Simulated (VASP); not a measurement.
Input of a VASP 6.6.1 run:

INCAR

```
SYSTEM = CoSn3
ALGO = Fast ; EDIFF = 1E-7
ENCUT = 520 ; GGA = PE
ISIF = 2 ; ISMEAR = 0
ISPIN = 2 ; LASPH = .TRUE.
LCHARG = .FALSE. ; LMAXMIX = 4
LORBIT = 11 ; LREAL = .FALSE.
LWAVE = .FALSE. ; MAGMOM = 0 0 0 0.5
NBANDS = 38 ; NELM = 150
PREC = Accurate ; SIGMA = 0.1
```

Contents of KPOINTS:

```
k-points
0
G
  10 10 10
  0 0 0
```

The input POSCAR:

```
CoSn3
1.0
    4.4922809632      0.0000000000      0.0000000000
    0.0000000000      4.4922809632      0.0000000000
    0.0000000000      0.0000000000      4.4922809632
Sn Co
3 1
Direct
    0.0000000000      0.5000000000      0.5000000000
    0.5000000000      0.0000000000      0.5000000000
    0.5000000000      0.5000000000      0.0000000000
    0.0000000000      0.0000000000      0.0000000000
```

Potentials or basis: VASP PAW PBE potentials, release 64 (Sn_d, Co).

Launch:

```sh
$ cat potpaw_PBE.64/Sn_d/POTCAR potpaw_PBE.64/Co/POTCAR > POTCAR
$ mpirun -np 1 vasp_std > vasp.out
```

(1) Estimate the net moment.

(2) Estimate the site moments.

Results:

(1) 1.46 μB per cell.

(2) Sn -0.00; Co +1.51 μB.
